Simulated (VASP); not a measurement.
Input of a VASP 6.6.1 run:

INCAR

```
  PREC = Accurate
  ENCUT = 520
  EDIFF = 1E-7
  ISMEAR = 0
  SIGMA = 0.1
  LREAL = F
  LASPH = T
  NELM = 100
  ALGO = Fast
  ISIF = 2
  LWAVE = F
  LCHARG = T
  GGA = PE
  LELF = T
  LVHAR = T
  NBANDS = 16
```

KPOINTS

```
Automatic mesh
0
Gamma
  10 10 6
```

The input POSCAR:

```
Al4As
1.0
    3.8860248367      0.0000000000      0.0000000000
    0.0000000000      3.8860248367      0.0000000000
    0.0000000000      0.0000000000      6.6947724630
Al As
4 1
Direct
    0.5000000000      0.0000000000      0.2957201872
    0.0000000000      0.5000000000      0.7042798128
    0.5000000000      0.0000000000      0.7042798128
    0.0000000000      0.5000000000      0.2957201872
    0.0000000000      0.0000000000      0.0000000000
```

Potentials or basis: VASP PAW PBE potentials, release 64 (Al, As).

Command:

```console
$ cat potpaw_PBE.64/Al/POTCAR potpaw_PBE.64/As/POTCAR > POTCAR
$ mpirun -np 1 vasp_std > vasp.out
```

Task: Estimate the pressure.

Result: 0.0 GPa.

Task: Predict the largest force.

Result: 0.007 eV/Å.

Forces on the atoms (eV/Å):
```
Al   0.000  0.000  0.007
Al   0.000  0.000 -0.007
Al   0.000  0.000 -0.007
Al   0.000  0.000  0.007
As   0.000  0.000  0.000
```
